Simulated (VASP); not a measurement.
# SiNi (Pm-3m) in VASP: notebook

The runs below take SiNi through single point, relaxation of cell and atoms, with r2SCAN.

All numbers are computed with VASP 6.6.1; they aren't measurements. Logs are shortened: lines on timing, memory, paths and dates and some standing lists are left out, and cuts for length are marked.

## Step 1: The cell of the first run

Symmetry: Pm-3m, No. 221, cubic system. Conventional cell: a = 2.800 Å, b = 2.800 Å, c = 2.800 Å, α = 90.00°, β = 90.00°, γ = 90.00°. Si (site symmetry m-3m) has 8 Ni at 2.42 Å and 6 Si at 2.80 Å within 3.2 Å. Within 3.2 Å of Ni (site symmetry m-3m) lie 8 Si at 2.42 Å and 6 Ni at 2.80 Å.

## Step 2: Single point, r2SCAN, collinear spin

File POSCAR:

```
SiNi
1.0
    2.7998727190      0.0000000000      0.0000000000
    0.0000000000      2.7998727190      0.0000000000
    0.0000000000      0.0000000000      2.7998727190
Si Ni
1 1
Direct
    0.0000000000      0.0000000000      0.0000000000
    0.5000000000      0.5000000000      0.5000000000
```

File INCAR.step1:

```
PREC     = Accurate       # precision mode
ENCUT    = 520            # plane-wave cutoff, eV
ISMEAR   = 0              # smearing method
SIGMA    = 0.1            # smearing width, eV
LREAL    = F              # projectors in reciprocal space
LASPH    = T              # aspherical terms in the spheres
NELM     = 150            # most SCF steps
ISPIN    = 2              # spin polarisation
MAGMOM   = 0.13 0.05      # initial moments
LMAXMIX  = 4              # l up to which the mixer works
NBANDS   = 18             # bands
GGA      = PE             # functional
ALGO     = Normal         # electronic algorithm
EDIFF    = 1E-4           # SCF threshold, eV
LWAVE    = T              # write WAVECAR
LCHARG   = F              # write CHGCAR
```

File INCAR.step2:

```
PREC     = Accurate       # precision mode
ENCUT    = 520            # plane-wave cutoff, eV
EDIFF    = 1E-6           # SCF threshold, eV
ISMEAR   = 0              # smearing method
SIGMA    = 0.1            # smearing width, eV
LREAL    = F              # projectors in reciprocal space
LASPH    = T              # aspherical terms in the spheres
NELM     = 150            # most SCF steps
ALGO     = Normal         # electronic algorithm
ISIF     = 2              # what is computed and relaxed
LWAVE    = F              # write WAVECAR
LCHARG   = T              # write CHGCAR
ISPIN    = 2              # spin polarisation
MAGMOM   = 0.13 0.05      # initial moments
LORBIT   = 11             # projections on sites
LMAXMIX  = 4              # l up to which the mixer works
METAGGA  = R2SCAN         # meta-GGA
LMIXTAU  = T            
LELF     = T              # ELF
LVHAR    = T            
NBANDS   = 18             # bands
ISTART   = 1
```

File KPOINTS:

```
regular mesh
0
Gamma
  6 6 6
```

Potentials or basis: VASP PAW PBE potentials, release 64 (Si, Ni).

Run with:

```
$ cat potpaw_PBE.64/Si/POTCAR potpaw_PBE.64/Ni/POTCAR > POTCAR
$ cp INCAR.step1 INCAR
$ mpirun -np 1 vasp_std > vasp.out
$ cp INCAR.step2 INCAR
$ mpirun -np 1 vasp_std > vasp.out
```

OUTCAR:

```text
PREC = Accurate
   ENCUT = 520
   EDIFF = 1E-6
   ISMEAR = 0
   LREAL = F
   LASPH = T
   NELM = 150
   ISIF = 2
   ISPIN = 2
   LORBIT = 11
   METAGGA = R2SCAN
   ISTART = 1

 ion  position               nearest neighbor table
   1  0.000  0.000  0.000-   2 2.42   2 2.42   2 2.42   2 2.42   2 2.42   2 2.42   2 2.42   2 2.42

   2  0.500  0.500  0.500-   1 2.42   1 2.42   1 2.42   1 2.42   1 2.42   1 2.42   1 2.42   1 2.42

  LATTYP: Found a simple cubic cell.
 ALAT       =     2.7998727190

  Lattice vectors:

 A1 = (   2.7998727190,   0.0000000000,   0.0000000000)
 A2 = (   0.0000000000,   2.7998727190,   0.0000000000)
 A3 = (   0.0000000000,   0.0000000000,   2.7998727190)

Analysis of symmetry for initial positions (statically):
=====================================================================
 Subroutine PRICEL returns:
 Original cell was already a primitive cell.

 Routine SETGRP: Setting up the symmetry group for a
 simple cubic supercell.

 Subroutine GETGRP returns: Found 48 space group operations
 (whereof 48 operations were pure point group operations)
 out of a pool of 48 trial point group operations.

The static configuration has the point symmetry O_h .

Analysis of symmetry for dynamics (positions and initial velocities):
=====================================================================
 Subroutine PRICEL returns:
 Original cell was already a primitive cell.

 Routine SETGRP: Setting up the symmetry group for a
 simple cubic supercell.

 Subroutine GETGRP returns: Found 48 space group operations
 (whereof 48 operations were pure point group operations)
 out of a pool of 48 trial point group operations.

The dynamic configuration has the point symmetry O_h .

Analysis of structural, dynamic, and magnetic symmetry:
=====================================================================
 Subroutine PRICEL returns:
 Original cell was already a primitive cell.

 Routine SETGRP: Setting up the symmetry group for a
 simple cubic supercell.

 Subroutine GETGRP returns: Found 48 space group operations
 (whereof 48 operations were pure point group operations)
 out of a pool of 48 trial point group operations.

The overall configuration has the point symmetry O_h .

 Subroutine INISYM returns: Found 48 space group operations
 (whereof 48 operations are pure point group operations),
 and found     1 'primitive' translations

----------------------------------------------------------------------------------------

                                     Primitive cell

  volume of cell :      21.9490

  direct lattice vectors                    reciprocal lattice vectors
     2.799872719  0.000000000  0.000000000     0.357159093  0.000000000  0.000000000
     0.000000000  2.799872719  0.000000000     0.000000000  0.357159093  0.000000000
     0.000000000  0.000000000  2.799872719     0.000000000  0.000000000  0.357159093

  length of vectors
     2.799872719  2.799872719  2.799872719     0.357159093  0.357159093  0.357159093

  position of ions in fractional coordinates (direct lattice)
     0.000000000  0.000000000  0.000000000
     0.500000000  0.500000000  0.500000000

  ion indices of the primitive-cell ions
   primitive index   ion index
                 1           1
                 2           2

----------------------------------------------------------------------------------------

 KPOINTS: regular mesh

Automatic generation of k-mesh.
 Grid dimensions read from file:
 generate k-points for:    6    6    6

 Generating k-lattice:

  Cartesian coordinates                     Fractional coordinates (reciprocal lattice)
     0.059526515  0.000000000  0.000000000     0.166666667  0.000000000  0.000000000
     0.000000000  0.059526515  0.000000000     0.000000000  0.166666667  0.000000000
     0.000000000  0.000000000  0.059526515     0.000000000  0.000000000  0.166666667

  Length of vectors
     0.059526515  0.059526515  0.059526515

  Shift w.r.t. Gamma in fractional coordinates (k-lattice)
     0.000000000  0.000000000  0.000000000

 Subroutine IBZKPT returns following result:
 ===========================================

 Found     20 irreducible k-points:

 Following reciprocal coordinates:
            Coordinates               Weight
  0.000000  0.000000  0.000000      1.000000
  0.166667  0.000000  0.000000      6.000000
  0.333333  0.000000  0.000000      6.000000
  0.500000  0.000000  0.000000      3.000000
  0.166667  0.166667  0.000000     12.000000
  0.333333  0.166667  0.000000     24.000000
[... 12 lines left out ...]
  0.500000  0.500000  0.333333      6.000000
  0.500000  0.500000  0.500000      1.000000
   k-points           NKPTS =     20   k-points in BZ     NKDIM =     20   number of bands    NBANDS=     18
   number of dos      NEDOS =    301   number of ions     NIONS =      2
   total plane-waves  NPLWV =  13824
   dimension x,y,z NGX =    24 NGY =   24 NGZ =   24
   dimension x,y,z NGXF=    48 NGYF=   48 NGZF=   48
   ions per type =               1   1
   NGX,Y,Z   is equivalent  to a cutoff of  14.25, 14.25, 14.25 a.u.
   NGXF,Y,Z  is equivalent  to a cutoff of  28.50, 28.50, 28.50 a.u.
 SYSTEM =  unknown system
   PREC   = accura    normal or accurate (medium, high low for compatibility)
   ISTART =      1    job   : 0-new  1-cont  2-samecut
   ICHARG =      0    charge: 1-file 2-atom 10-const
   ISPIN  =      2    spin polarized calculation?
   LNONCOLLINEAR =      F non collinear calculations
   LSORBIT =      F    spin-orbit coupling
   LASPH  =      T    aspherical Exc in radial PAW
   ENCUT  =  520.0 eV  38.22 Ry    6.18 a.u.   5.21  5.21  5.21*2*pi/ulx,y,z
   NELM   =    150;   NELMIN=  2; NELMDL=  0     # of ELM steps
   EDIFF  = 0.1E-05   stopping-criterion for ELM
   LREAL  =      F    real-space projection
   EDIFFG = 0.1E-04   stopping-criterion for IOM
   NSW    =      0    number of steps for IOM
   IBRION =     -1    ionic relax: 0-MD 1-quasi-New 2-CG
   NFREE  =      0    steps in history (QN), initial steepest desc. (CG)
   ISIF   =      2    stress and relaxation
   ISYM   =      2    0-nonsym 1-usesym 2-fastsym
   POTIM  = 0.5000    time-step for ionic-motion
   TEBEG  =    0.0;   TEEND  =   0.0 temperature during run
   PSTRESS=    0.0 pullay stress
   NELECT =      14.0000    total number of electrons
   NUPDOWN=      -1.0000    fix difference up-down
   EMIN   =  10.00;   EMAX   =-10.00  energy-range for DOS
   EFERMI =   0.00;   METHOD = LEGACY
   ISMEAR =     0;   SIGMA  =   0.10  broadening in eV -4-tet -1-fermi 0-gaus
   EFERMI_NEDOS =   21; number of points for ismear=-14 and -15
   IALGO  =     38    algorithm
   IMIX   =      4    mixing-type and parameters
     AMIX     =   0.40;   BMIX     =  1.00
     AMIX_MAG =   1.60;   BMIX_MAG =  1.00
  volume/ion in A,a.u.               =      10.97        74.06
  Fermi-wavevector in a.u.,A,eV,Ry     =   1.409221  2.663042 27.019876  1.985905
  Thomas-Fermi vector in A             =   2.531299
   LORBIT       =     11    0 simple, 1 ext, 2 COOP (PROOUT), +10 PAW based schemes
   METAGGA = R2SCAN    functional components
   LHFCALC =     F    Hartree Fock is set to
   AEXX    =    0.0000 exact exchange contribution
   IVDW    =     0    specifies the selected vdW correction
   LEPSILON=     F    determine dielectric tensor
   LRPA    =     F    only Hartree local field effects (RPA)
 spin polarized calculation
 Gauss-broadening in eV      SIGMA  =   0.10
  energy-cutoff  :      520.00
  volume of cell :       21.95
 maximum number of plane-waves:       624
 NGX is ok and might be reduce to    24
   NGX = 11   NGY = 11   NGZ = 11

 number of electron      13.9999985 magnetization       0.0000077

 number of electron      13.9999985 magnetization      -0.0000009

 Free energy of the ion-electron system (eV)
  ---------------------------------------------------
  ext. energy  EPLUGINS =         0.00000000
  ---------------------------------------------------
  free energy    TOTEN  =       -21.14139292 eV

  energy without entropy =      -21.13542386  energy(sigma->0) =      -21.13840839

 E-fermi :  12.8975     XC(G=0): -13.8168

 val. band max:       12.8955894948   @ k =   0.5000   0.5000   0.0000
 cond. band min:      12.9341987455   @ k =   0.3333   0.3333   0.3333
 fundamental gap:      0.0386092507
 Fermi energy:        12.8974745733

 spin component 1

 k-point     1 :       0.0000    0.0000    0.0000
  band No.  band energies     occupation
      1      -2.7683      1.00000
      2       7.8999      1.00000
      3       7.8999      1.00000
      4      10.0337      1.00000
      5      10.0337      1.00000
      6      10.0337      1.00000
[... 10 lines left out ...]
     17      36.7146      0.00000
     18      36.9337      0.00000

 k-point     2 :       0.1667    0.0000    0.0000
  band No.  band energies     occupation
      1      -2.2183      1.00000
      2       7.5144      1.00000
      3       8.0563      1.00000
      4       9.7042      1.00000
      5       9.7042      1.00000
      6      10.0645      1.00000
[... 10 lines left out ...]
     17      33.6771      0.00000
     18      37.4671      0.00000
[... 358 lines left out ...]
 k-point    20 :       0.5000    0.5000    0.5000
  band No.  band energies     occupation
      1       5.9966      1.00000
      2       5.9966      1.00000
      3       5.9966      1.00000
      4      10.6551      1.00000
      5      10.6551      1.00000
      6      10.7486      1.00000
[... 10 lines left out ...]
     17      44.2885      0.00000
     18      44.2885      0.00000
 Fermi energy:        12.8974745733

 spin component 2

 k-point     1 :       0.0000    0.0000    0.0000
  band No.  band energies     occupation
      1      -2.7683      1.00000
      2       7.8999      1.00000
      3       7.8999      1.00000
      4      10.0337      1.00000
      5      10.0337      1.00000
      6      10.0337      1.00000
[... 10 lines left out ...]
     17      36.7188      0.00000
     18      36.9314      0.00000

 k-point     2 :       0.1667    0.0000    0.0000
  band No.  band energies     occupation
      1      -2.2183      1.00000
      2       7.5144      1.00000
      3       8.0563      1.00000
      4       9.7042      1.00000
      5       9.7042      1.00000
      6      10.0645      1.00000
[... 10 lines left out ...]
     17      33.6771      0.00000
     18      37.4671      0.00000
[... 358 lines left out ...]
 k-point    20 :       0.5000    0.5000    0.5000
  band No.  band energies     occupation
      1       5.9966      1.00000
      2       5.9966      1.00000
      3       5.9966      1.00000
      4      10.6551      1.00000
      5      10.6551      1.00000
      6      10.7486      1.00000
[... 10 lines left out ...]
     17      44.2885      0.00000
     18      44.2885      0.00000

------------------------ aborting loop because EDIFF is reached ----------------------------------------

  FORCE on cell =-STRESS in cart. coord.  units (eV):
  Direction    XX          YY          ZZ          XY          YZ          ZX
  --------------------------------------------------------------------------------------
  -------------------------------------------------------------------------------------
  Total        0.0418106      0.0418106      0.0418106      0.0000000      0.0000000     -0.0000000
  in kB        3.0519834      3.0519834      3.0519834      0.0000000      0.0000000     -0.0000000
  external PRESSURE =       3.0519834 kB  Pullay stress =       0.0000000 kB

 VOLUME and BASIS-vectors are now :
 -----------------------------------------------------------------------------
  energy-cutoff  :      520.00
  volume of cell :       21.95
      direct lattice vectors                 reciprocal lattice vectors
     2.799872719  0.000000000  0.000000000     0.357159093  0.000000000  0.000000000
     0.000000000  2.799872719  0.000000000     0.000000000  0.357159093  0.000000000
     0.000000000  0.000000000  2.799872719     0.000000000  0.000000000  0.357159093

 POSITION                                       TOTAL-FORCE (eV/Angst)
 -----------------------------------------------------------------------------------
      0.00000      0.00000      0.00000         0.000000      0.000000      0.000000
      1.39994      1.39994      1.39994         0.000000      0.000000      0.000000
 -----------------------------------------------------------------------------------
    total drift:                                0.000000      0.000000     -0.000000

  FREE ENERGIE OF THE ION-ELECTRON SYSTEM (eV)
  ---------------------------------------------------
  free  energy   TOTEN  =       -21.1413929249 eV

  energy  without entropy=      -21.1354238600  energy(sigma->0) =      -21.13840839

 total charge

# of ion       s       p       d       tot
------------------------------------------
    1        0.706   0.865   0.000   1.571
    2        0.469   0.641   8.546   9.655
--------------------------------------------------
tot          1.175   1.506   8.546  11.226

 magnetization (x)

# of ion       s       p       d       tot
------------------------------------------
    1       -0.000  -0.000   0.000  -0.000
    2        0.000  -0.000  -0.000  -0.000
--------------------------------------------------
tot         -0.000  -0.000  -0.000  -0.000
```

Run time: 22 s. Hardware: 1 thread of Intel Xeon 6975P-C (Granite Rapids), shared host; peak memory 0.16 GiB.

What came out:

* Free energy: -21.1414 eV
* Pressure: 0.3 GPa
* Band gap on the k mesh: zero (filled and empty bands overlap)
* Net moment: 0.00 μB per cell
* Valence electrons inside the program's atomic spheres: Si 1.57; Ni 9.65

Levels at points of the mesh, in eV from the Fermi level:
Spin up:
| k point | band 5 | band 6 | band 7 | band 8 | band 9 | band 10 |
| --- | --- | --- | --- | --- | --- | --- |
| (0.00, 0.00, 0.00) | -2.86 | -2.86 | 2.31 | 2.31 | 2.31 | 6.59 |
| (0.50, 0.00, 0.00) | -3.94 | -2.74 | -1.99 | 6.33 | 7.40 | 7.40 |
| (0.50, 0.50, 0.00) | -3.55 | -3.55 | -2.28 | 0.00 | 0.35 | 7.93 |
| (0.50, 0.50, 0.50) | -2.24 | -2.15 | 0.33 | 0.33 | 0.33 | 2.09 |
Spin down:
| k point | band 4 | band 5 | band 6 | band 7 | band 8 | band 9 | band 10 | band 11 |
| --- | --- | --- | --- | --- | --- | --- | --- | --- |
| (0.00, 0.00, 0.00) | -2.86 | -2.86 | -2.86 | 2.31 | 2.31 | 2.31 | 6.59 | 6.59 |
| (0.50, 0.00, 0.00) | -3.94 | -3.94 | -2.74 | -1.99 | 6.33 | 7.40 | 7.40 | 8.87 |
| (0.50, 0.50, 0.00) | -5.16 | -3.55 | -3.55 | -2.28 | 0.00 | 0.35 | 7.93 | 13.47 |
| (0.50, 0.50, 0.50) | -2.24 | -2.24 | -2.15 | 0.33 | 0.33 | 0.33 | 2.09 | 2.09 |

Caveat: the k points lie up to 0.37 Å⁻¹ apart, too coarse for converged energies and pressures of a metal; the PAW data sets were made with another functional, which shifts forces and pressure a little.

## Step 3: Single point, r2SCAN

File POSCAR:

```
SiNi
1.0
    2.7989506630      0.0000000000      0.0000000000
    0.0000000000      2.7989506630      0.0000000000
    0.0000000000      0.0000000000      2.7989506630
Si Ni
1 1
Direct
    0.0000000000      0.0000000000      0.0000000000
    0.5000000000      0.5000000000      0.5000000000
```

File INCAR.step1:

```
SYSTEM = SiNi
PREC     = Accurate       ! precision mode
ENCUT    = 520            ! plane-wave cutoff, eV
ISMEAR   = 0              ! smearing method
SIGMA    = 0.1            ! smearing width, eV
LREAL    = .FALSE.        ! projectors in reciprocal space
LASPH    = .TRUE.         ! aspherical terms in the spheres
NELM     = 100            ! most SCF steps
NBANDS   = 14             ! bands
GGA      = PE             ! functional
ALGO     = Normal         ! electronic algorithm
EDIFF    = 1E-4           ! SCF threshold, eV
LWAVE    = .TRUE.         ! write WAVECAR
LCHARG   = .FALSE.        ! write CHGCAR
```

File INCAR.step2:

```
SYSTEM = SiNi
PREC     = Accurate       ! precision mode
ENCUT    = 520            ! plane-wave cutoff, eV
EDIFF    = 1E-6           ! SCF threshold, eV
ISMEAR   = 0              ! smearing method
SIGMA    = 0.1            ! smearing width, eV
LREAL    = .FALSE.        ! projectors in reciprocal space
LASPH    = .TRUE.         ! aspherical terms in the spheres
NELM     = 100            ! most SCF steps
ALGO     = Normal         ! electronic algorithm
ISIF     = 2              ! what is computed and relaxed
LWAVE    = .FALSE.        ! write WAVECAR
LCHARG   = .FALSE.        ! write CHGCAR
METAGGA  = R2SCAN         ! meta-GGA
LMIXTAU  = .TRUE.       
NBANDS   = 14             ! bands
ISTART   = 1
```

File KPOINTS:

```
regular mesh
0
G
  20 20 20
  0 0 0
```

Potentials or basis: VASP PAW PBE potentials, release 64 (Si, Ni).

Run with:

```
$ cat potpaw_PBE.64/Si/POTCAR potpaw_PBE.64/Ni/POTCAR > POTCAR
$ cp INCAR.step1 INCAR
$ mpirun -np 1 vasp_std > vasp.out
$ cp INCAR.step2 INCAR
$ mpirun -np 1 vasp_std > vasp.out
```

It took 80 s on 1 thread of Intel Xeon 6975P-C (Granite Rapids), shared host; peak memory 0.21 GiB.

It converged, with:

| Item | Value |
| --- | --- |
| Free energy | -21.2060 eV |
| Pressure | 0.1 GPa |
| Band gap on the k mesh | zero (bands 7 and 8 overlap by 3.54 eV) |

Levels at points of the mesh, in eV from the Fermi level:
| k point | band 3 | band 4 | band 5 | band 6 | band 7 | band 8 | band 9 | band 10 | band 11 | band 12 |
| --- | --- | --- | --- | --- | --- | --- | --- | --- | --- | --- |
| (0.00, 0.00, 0.00) | -4.78 | -2.64 | -2.64 | -2.64 | 2.57 | 2.57 | 2.57 | 6.84 | 6.84 | 11.70 |
| (0.50, 0.00, 0.00) | -4.11 | -3.71 | -3.71 | -2.52 | -1.77 | 6.58 | 7.65 | 7.65 | 9.13 | 9.13 |
| (0.50, 0.50, 0.00) | -6.15 | -4.93 | -3.33 | -3.33 | -2.06 | 0.23 | 0.58 | 8.19 | 13.73 | 14.25 |
| (0.50, 0.50, 0.50) | -6.67 | -2.03 | -2.03 | -1.89 | 0.58 | 0.58 | 0.58 | 2.32 | 2.32 | 2.32 |

Caveat: the PAW data sets were made with another functional, which shifts forces and pressure a little.

(Part 1 of 2 ends here.)

The gap in the log of VASP goes by the Fermi energy; the results here count the filled bands.